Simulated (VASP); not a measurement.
# Si in VASP: a series of runs

The runs below take Si through single point, with LDA.

All numbers are computed with VASP 6.6.1; they aren't measurements. Logs are shortened: lines on timing, memory, paths and dates and some standing lists are left out, and cuts for length are marked.

## Step 1: The cell of the first run

Symmetry: P6_3/mmc, No. 194, hexagonal system. The conventional cell has a = 3.793 Å, b = 3.793 Å, c = 6.269 Å, α = 90.00°, β = 90.00°, γ = 120.00°. Within 3.1 Å of Si (site symmetry 3m) lie 4 Si at 2.33 to 2.34 Å.

## Step 2: Single point, LDA

Input file INCAR:

```
PREC = Accurate
ENCUT = 500
EDIFF = 1E-6
ISMEAR = -1
SIGMA = 0.02
LREAL = False
LASPH = True
NELM = 120
ALGO = Normal
ISIF = 2
LWAVE = False
LCHARG = False
GGA = CA
NBANDS = 16
GGA_COMPAT = False
```

Input file KPOINTS:

```
regular mesh
0
Gamma
  10 10 5
```

Input file POSCAR:

```
Si
1.0
    3.7926146380      0.0000000000      0.0000000000
   -1.8963073191      3.2845006233      0.0000000000
    0.0000000000      0.0000000000      6.2686517478
Si
4
Direct
    0.6666666667      0.3333333333      0.9369905000
    0.3333333333      0.6666666667      0.4369905000
    0.6666666667      0.3333333333      0.5630095000
    0.3333333333      0.6666666667      0.0630095000
```

Potentials or basis: VASP PAW LDA potentials, release 64 (Si).

The run is started by

```bash
$ cat potpaw_LDA.64/Si/POTCAR > POTCAR
$ mpirun -np 1 vasp_std > vasp.out
```

OUTCAR:

```text
PREC = Accurate
   ENCUT = 500
   EDIFF = 1E-6
   ISMEAR = -1
   LREAL = False
   LASPH = True
   NELM = 120
   ISIF = 2
   GGA = CA

 ion  position               nearest neighbor table
   1  0.667  0.333  0.937-   4 2.33   4 2.33   4 2.33   3 2.34
   2  0.333  0.667  0.437-   3 2.33   3 2.33   3 2.33   4 2.34
   3  0.667  0.333  0.563-   2 2.33   2 2.33   2 2.33   1 2.34
   4  0.333  0.667  0.063-   1 2.33   1 2.33   1 2.33   2 2.34

  LATTYP: Found a hexagonal cell.
 ALAT       =     3.7926146380
 C/A-ratio  =     1.6528575524

  Lattice vectors:

 A1 = (   3.7926146380,   0.0000000000,   0.0000000000)
 A2 = (  -1.8963073191,   3.2845006233,   0.0000000000)
 A3 = (   0.0000000000,   0.0000000000,   6.2686517478)

Analysis of symmetry for initial positions (statically):
=====================================================================
 Subroutine PRICEL returns:
 Original cell was already a primitive cell.

 Routine SETGRP: Setting up the symmetry group for a
 hexagonal supercell.

 Subroutine GETGRP returns: Found 24 space group operations
 (whereof 12 operations were pure point group operations)
 out of a pool of 24 trial point group operations.

The static configuration has the point symmetry D_3d.
 The point group associated with its full space group is D_6h.

Analysis of symmetry for dynamics (positions and initial velocities):
=====================================================================
 Subroutine PRICEL returns:
 Original cell was already a primitive cell.

 Routine SETGRP: Setting up the symmetry group for a
 hexagonal supercell.

 Subroutine GETGRP returns: Found 24 space group operations
 (whereof 12 operations were pure point group operations)
 out of a pool of 24 trial point group operations.

The dynamic configuration has the point symmetry D_3d.
 The point group associated with its full space group is D_6h.

 Subroutine INISYM returns: Found 24 space group operations
 (whereof 12 operations are pure point group operations),
 and found     1 'primitive' translations

----------------------------------------------------------------------------------------

                                     Primitive cell

  volume of cell :      78.0876

  direct lattice vectors                    reciprocal lattice vectors
     3.792614638  0.000000000  0.000000000     0.263670342  0.152230143  0.000000000
    -1.896307319  3.284500623  0.000000000     0.000000000  0.304460286  0.000000000
     0.000000000  0.000000000  6.268651748     0.000000000  0.000000000  0.159523936

  length of vectors
     3.792614638  3.792614638  6.268651748     0.304460286  0.304460286  0.159523936

  position of ions in fractional coordinates (direct lattice)
     0.666666667  0.333333333  0.936990500
     0.333333333  0.666666667  0.436990500
     0.666666667  0.333333333  0.563009500
     0.333333333  0.666666667  0.063009500

  ion indices of the primitive-cell ions
   primitive index   ion index
                 1           1
                 2           2
                 3           3
                 4           4

----------------------------------------------------------------------------------------

 KPOINTS: regular mesh

Automatic generation of k-mesh.
 Grid dimensions read from file:
 generate k-points for:   10   10    5

 Generating k-lattice:

  Cartesian coordinates                     Fractional coordinates (reciprocal lattice)
     0.026367034  0.015223014  0.000000000     0.100000000 -0.000000000  0.000000000
     0.000000000  0.030446029  0.000000000     0.000000000  0.100000000  0.000000000
     0.000000000  0.000000000  0.031904787     0.000000000  0.000000000  0.200000000

  Length of vectors
     0.030446029  0.030446029  0.031904787

  Shift w.r.t. Gamma in fractional coordinates (k-lattice)
     0.000000000  0.000000000  0.000000000

 Subroutine IBZKPT returns following result:
 ===========================================

 Found     42 irreducible k-points:

 Following reciprocal coordinates:
            Coordinates               Weight
  0.000000  0.000000  0.000000      1.000000
  0.100000  0.000000  0.000000      6.000000
  0.200000  0.000000  0.000000      6.000000
  0.300000 -0.000000  0.000000      6.000000
  0.400000  0.000000  0.000000      6.000000
  0.500000  0.000000  0.000000      3.000000
[... 16 lines left out ...]
  0.300000  0.100000  0.200000     24.000000
  0.400000  0.100000  0.200000     24.000000
 [... further k-points ...]
   k-points           NKPTS =     42   k-points in BZ     NKDIM =     42   number of bands    NBANDS=     16
   number of dos      NEDOS =    301   number of ions     NIONS =      4
   total plane-waves  NPLWV =  37632
   dimension x,y,z NGX =    28 NGY =   28 NGZ =   48
   dimension x,y,z NGXF=    56 NGYF=   56 NGZF=   96
   ions per type =               4
   NGX,Y,Z   is equivalent  to a cutoff of  12.27, 12.27, 12.73 a.u.
   NGXF,Y,Z  is equivalent  to a cutoff of  24.55, 24.55, 25.46 a.u.
 SYSTEM =  unknown system
   PREC   = accura    normal or accurate (medium, high low for compatibility)
   ISTART =      0    job   : 0-new  1-cont  2-samecut
   ICHARG =      2    charge: 1-file 2-atom 10-const
   ISPIN  =      1    spin polarized calculation?
   LNONCOLLINEAR =      F non collinear calculations
   LSORBIT =      F    spin-orbit coupling
   LASPH  =      T    aspherical Exc in radial PAW
   ENCUT  =  500.0 eV  36.75 Ry    6.06 a.u.   6.91  6.91 11.43*2*pi/ulx,y,z
   NELM   =    120;   NELMIN=  2; NELMDL= -5     # of ELM steps
   EDIFF  = 0.1E-05   stopping-criterion for ELM
   LREAL  =      F    real-space projection
   EDIFFG = 0.1E-04   stopping-criterion for IOM
   NSW    =      0    number of steps for IOM
   IBRION =     -1    ionic relax: 0-MD 1-quasi-New 2-CG
   NFREE  =      0    steps in history (QN), initial steepest desc. (CG)
   ISIF   =      2    stress and relaxation
   ISYM   =      2    0-nonsym 1-usesym 2-fastsym
   POTIM  = 0.5000    time-step for ionic-motion
   TEBEG  =    0.0;   TEEND  =   0.0 temperature during run
   PSTRESS=    0.0 pullay stress
   NELECT =      16.0000    total number of electrons
   NUPDOWN=      -1.0000    fix difference up-down
   EMIN   =  10.00;   EMAX   =-10.00  energy-range for DOS
   EFERMI =   0.00;   METHOD = LEGACY
   ISMEAR =    -1;   SIGMA  =   0.02  broadening in eV -4-tet -1-fermi 0-gaus
   EFERMI_NEDOS =   21; number of points for ismear=-14 and -15
   IALGO  =     38    algorithm
   IMIX   =      4    mixing-type and parameters
     AMIX     =   0.40;   BMIX     =  1.00
     AMIX_MAG =   1.60;   BMIX_MAG =  1.00
  volume/ion in A,a.u.               =      19.52       131.74
  Fermi-wavevector in a.u.,A,eV,Ry     =   0.965134  1.823838 12.673593  0.931483
  Thomas-Fermi vector in A             =   2.094824
   LORBIT       =      0    0 simple, 1 ext, 2 COOP (PROOUT), +10 PAW based schemes
   GGA     = CA    functional components
   LHFCALC =     F    Hartree Fock is set to
   AEXX    =    0.0000 exact exchange contribution
   IVDW    =     0    specifies the selected vdW correction
   LEPSILON=     F    determine dielectric tensor
   LRPA    =     F    only Hartree local field effects (RPA)
 non-spin polarized calculation
  energy-cutoff  :      500.00
  volume of cell :       78.09
 maximum number of plane-waves:      1997
 NGX is ok and might be reduce to    28
   NGX = 13   NGY = 13   NGZ = 23

 number of electron      15.9999998 magnetization

 Free energy of the ion-electron system (eV)
  ---------------------------------------------------
  ext. energy  EPLUGINS =         0.00000000
  ---------------------------------------------------
  free energy    TOTEN  =       -23.79721107 eV

  energy without entropy =      -23.79720534  energy(sigma->0) =      -23.79720820

 E-fermi :   6.4179     XC(G=0):  -9.6968

 val. band max:        6.2980074702   @ k =   0.0000   0.0000   0.0000
 cond. band min:       6.5461125625   @ k =   0.5000   0.0000   0.0000
 fundamental gap:      0.2481050922
 Fermi energy:         6.4179457666

 k-point     1 :       0.0000    0.0000    0.0000
  band No.  band energies     occupation
      1      -6.1162      2.00000
      2      -3.7500      2.00000
      3      -1.0995      2.00000
      4       4.7369      2.00000
      5       4.7369      2.00000
      6       5.9282      2.00000
[... 8 lines left out ...]
     15      10.4596      0.00000
     16      12.1775      0.00000

 k-point     2 :       0.1000    0.0000    0.0000
  band No.  band energies     occupation
      1      -5.9968      2.00000
      2      -3.6286      2.00000
      3      -1.0309      2.00000
      4       3.7898      2.00000
      5       4.4908      2.00000
      6       5.4536      2.00000
[... 8 lines left out ...]
     15      11.0166      0.00000
     16      11.4625      0.00000

 k-point     3 :       0.2000    0.0000    0.0000
  band No.  band energies     occupation
      1      -5.6429      2.00000
      2      -3.2680      2.00000
      3      -0.8847      2.00000
      4       2.3273      2.00000
      5       3.9073      2.00000
      6       3.9999      2.00000
[... 8 lines left out ...]
     15      11.9610      0.00000
     16      12.0534      0.00000

 k-point     4 :       0.3000   -0.0000    0.0000
  band No.  band energies     occupation
      1      -5.0728      2.00000
      2      -2.6834      2.00000
      3      -0.9766      2.00000
      4       1.3175      2.00000
      5       2.3418      2.00000
      6       3.5492      2.00000
[... 8 lines left out ...]
     15      12.8764      0.00000
     16      12.9961      0.00000

 k-point     5 :       0.4000    0.0000    0.0000
  band No.  band energies     occupation
      1      -4.3513      2.00000
      2      -1.9330      2.00000
      3      -1.7034      2.00000
      4       0.9715      2.00000
      5       1.2606      2.00000
      6       3.2534      2.00000
[... 8 lines left out ...]
     15      13.0336      0.00000
     16      14.0443      0.00000

 k-point     6 :       0.5000    0.0000    0.0000
  band No.  band energies     occupation
      1      -3.8591      2.00000
      2      -2.2855      2.00000
      3      -1.4048      2.00000
      4       0.2327      2.00000
      5       1.4727      2.00000
      6       3.1516      2.00000
[... 8 lines left out ...]
     15      12.7124      0.00000
     16      14.3348      0.00000
[... 267 lines left out ...]
 k-point    21 :       0.1000    0.1000    0.2000
  band No.  band energies     occupation
      1      -5.6281      2.00000
      2      -3.8565      2.00000
      3      -0.2324      2.00000
      4       2.9341      2.00000
      5       3.7822      2.00000
      6       4.0795      2.00000
[... 8 lines left out ...]
     15      11.8423      0.00000
     16      11.9394      0.00000

 k-point    22 :       0.2000    0.1000    0.2000
  band No.  band energies     occupation
      1      -5.1654      2.00000
      2      -3.3987      2.00000
      3      -0.2599      2.00000
      4       1.9500      2.00000
      5       2.5262      2.00000
      6       3.3615      2.00000
[... 8 lines left out ...]
     15      11.8518      0.00000
     16      12.4295      0.00000

 k-point    23 :       0.3000    0.1000    0.2000
  band No.  band energies     occupation
      1      -4.5095      2.00000
      2      -2.7710      2.00000
      3      -0.8683      2.00000
      4       1.1682      2.00000
      5       1.7208      2.00000
      6       2.9036      2.00000
[... 8 lines left out ...]
     15      12.5112      0.00000
     16      13.3922      0.00000

 k-point    24 :       0.4000    0.1000    0.2000
  band No.  band energies     occupation
      1      -3.8060      2.00000
      2      -2.3367      2.00000
      3      -1.4747      2.00000
      4       0.0728      2.00000
      5       1.9425      2.00000
      6       2.7965      2.00000
[... 8 lines left out ...]
     15      13.9490      0.00000
     16      14.4421      0.00000

 [... further k-points ...]

------------------------ aborting loop because EDIFF is reached ----------------------------------------

  FORCE on cell =-STRESS in cart. coord.  units (eV):
  Direction    XX          YY          ZZ          XY          YZ          ZX
  --------------------------------------------------------------------------------------
  -------------------------------------------------------------------------------------
  Total        0.3943476      0.3943476      0.4814773     -0.0000000     -0.0000000     -0.0000000
  in kB        8.0911004      8.0911004      9.8788000     -0.0000000     -0.0000000     -0.0000000
  external PRESSURE =       8.6870003 kB  Pullay stress =       0.0000000 kB

 VOLUME and BASIS-vectors are now :
 -----------------------------------------------------------------------------
  energy-cutoff  :      500.00
  volume of cell :       78.09
      direct lattice vectors                 reciprocal lattice vectors
     3.792614638  0.000000000  0.000000000     0.263670342  0.152230143  0.000000000
    -1.896307319  3.284500623  0.000000000     0.000000000  0.304460286  0.000000000
     0.000000000  0.000000000  6.268651748     0.000000000  0.000000000  0.159523936

 POSITION                                       TOTAL-FORCE (eV/Angst)
 -----------------------------------------------------------------------------------
      1.89631      1.09483      5.87367         0.000000      0.000000      0.000039
     -0.00000      2.18967      2.73934         0.000000     -0.000000      0.000039
      1.89631      1.09483      3.52931        -0.000000      0.000000     -0.000039
     -0.00000      2.18967      0.39498        -0.000000     -0.000000     -0.000039
 -----------------------------------------------------------------------------------
    total drift:                               -0.000000      0.000000     -0.000000

  FREE ENERGIE OF THE ION-ELECTRON SYSTEM (eV)
  ---------------------------------------------------
  free  energy   TOTEN  =       -23.7972110670 eV

  energy  without entropy=      -23.7972053352  energy(sigma->0) =      -23.79720820
```

It took 35 s on 1 thread of Intel Xeon 6975P-C, shared host; peak memory 0.17 GiB.

What came out:

```yaml
Free_energy: -23.7972 eV
Pressure: 0.9 GPa
Band_gap_on_the_k_mesh: 0.25 eV, indirect (least direct gap 1.01 eV)
```

Levels at points of the mesh, in eV from the valence-band top:
| k point | band 6 | band 7 | band 8 | band 9 | band 10 | band 11 |
| --- | --- | --- | --- | --- | --- | --- |
| (0.00, 0.00, 0.00) | -0.37 | 0.00 | 0.00 | 1.01 | 1.94 | 1.94 |
| (0.50, 0.00, 0.00) | -3.15 | -3.13 | -1.48 | 0.25 | 2.30 | 2.86 |

A k mesh can miss the band edges.

(Continued in part 2 of 2.)
